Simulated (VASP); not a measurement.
Set up this calculation in VASP 6.6.1, as the native input.

```yaml
Task: single point
Functional: LDA
Potentials_or_basis: VASP PAW LDA potentials, release 64 (H)
Cutoff: 520 eV
k_mesh: 6 × 6 × 6
Occupations: gaussian, width 0.05 eV
Spin: no spin polarisation
Dipole_correction: no
Further_INCAR_settings: ALGO = Normal; EDIFF = 1e-07; NBANDS = 10
```

The structure of H lies in POSCAR:

```
H
1.0
    2.6234813799     -2.5669048168      0.0000000000
    2.6234813799      2.5669048168      0.0000000000
    0.0000000000      0.0000000000      4.1418180000
H
4
Direct
    0.9247076627      0.0181164027      0.0322929095
    0.4532956300      0.5467043700      0.4314911100
    0.5467043700      0.4532956300      0.5685088900
    0.0467043700      0.9532956300      0.9314911100
```

This cell differs from its parent crystal: atom 1 (H) moved by (-0.150, -0.150) A along x and z.

The input as run:

INCAR

```
SYSTEM = H
PREC = Accurate ; ENCUT = 520
EDIFF = 1E-7 ; ISMEAR = 0
SIGMA = 0.05 ; LREAL = .FALSE.
LASPH = .TRUE. ; NELM = 80
ALGO = Normal ; ISIF = 2
LWAVE = .FALSE. ; LCHARG = .FALSE.
GGA = CA ; NBANDS = 10
```

KPOINTS

```
regular mesh
0
G
  6 6 6
  0 0 0
```

Potentials or basis: VASP PAW LDA potentials, release 64 (H).

Command:

```console
$ cat potpaw_LDA.64/H/POTCAR > POTCAR
$ mpirun -np 1 vasp_std > vasp.out
```

It gave:

* Pressure: 3.3 GPa
* Largest force: 5.440 eV/Å
* Band gap on the k mesh: 8.86 eV, indirect (least direct gap 9.26 eV)

Caveat: the cell differs from its parent crystal (atom 1 (H) moved by (-0.150, -0.150) A along x and z); forces of over 1 eV/Å act on the atoms, so gaps and moduli don't describe the material at rest.

It took 37 s on 1 thread of Intel(R) Xeon(R) Platinum 8259CL CPU @ 2.50GHz (Skylake/Cascade Lake), on a shared host, peak memory 0.16 GiB.
